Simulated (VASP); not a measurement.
# SnO: single point with PBE+D3(BJ)

Crystal: SnO.

```
CELL_PARAMETERS angstrom
3.53144 0.00000 0.00000
0.00000 5.68138 0.00000
0.00000 0.00000 3.88468
ATOMIC_POSITIONS crystal
Sn 0.00000 0.23451 0.52699
Sn 0.50000 0.76549 0.02699
O 0.00000 0.88361 0.72301
O 0.50000 0.11639 0.22301
```

```
Program             : VASP 6.6.1
Task                : single point
Functional          : PBE
Dispersion          : D3(BJ)
Potentials or basis : VASP PAW PBE potentials, release 64 (Sn_d, O)
Cutoff              : 520 eV
k mesh              : 10 × 6 × 8
Occupations         : gaussian, width 0.05 eV
Spin                : no spin polarisation
```

```yaml
Pressure: -3.1 GPa
Largest_force: 0.348 eV/Å
Band_gap_on_the_k_mesh: 1.32 eV (least direct gap 2.13 eV)
Dispersion_energy_per_atom: -0.213 eV
```

Forces in eV/Å, atoms in the order of the input:
```
Sn   0.000 -0.261 -0.230
Sn   0.000  0.261 -0.230
O    0.000 -0.137  0.230
O    0.000  0.137  0.230
```

Stress tensor (GPa, compression positive):
```
-6.17  0.00  0.00
 0.00 -0.96  0.00
 0.00  0.00 -2.30
```

Levels at points of the mesh, in eV from the valence-band top:
```csv
k point,band 17,band 18,band 19,band 20,band 21,band 22,band 23,band 24
"(0.00, 0.00, 0.00)",-3.35,-2.58,-1.94,0.00,3.14,3.19,6.11,6.31
"(0.50, 0.00, 0.00)",-2.51,-2.51,-1.39,-1.39,2.67,2.67,5.67,5.67
"(0.00, 0.50, 0.00)",-3.77,-2.62,-1.65,-1.40,3.73,4.28,4.49,5.43
"(0.50, 0.50, 0.00)",-2.53,-2.53,-1.17,-1.17,1.97,1.97,6.20,6.20
"(0.00, 0.00, 0.50)",-3.20,-3.20,-1.44,-1.44,2.12,2.12,5.49,5.49
"(0.50, 0.00, 0.50)",-3.33,-3.33,-1.34,-1.34,2.12,2.12,4.42,4.42
"(0.00, 0.50, 0.50)",-2.88,-2.88,-1.41,-1.41,1.75,1.75,5.77,5.77
"(0.50, 0.50, 0.50)",-3.59,-3.59,-0.57,-0.57,2.26,2.26,4.15,4.15
```

It took 100 s on 1 thread of Intel(R) Xeon(R) 6975P-C (Granite Rapids) (shared host), peak memory 0.33 GiB.

Caveat: the stress differs along the axes, from -6 to -1 GPa; spin-orbit coupling is left out, which moves the levels of the heavy elements. A k mesh can miss the band edges.
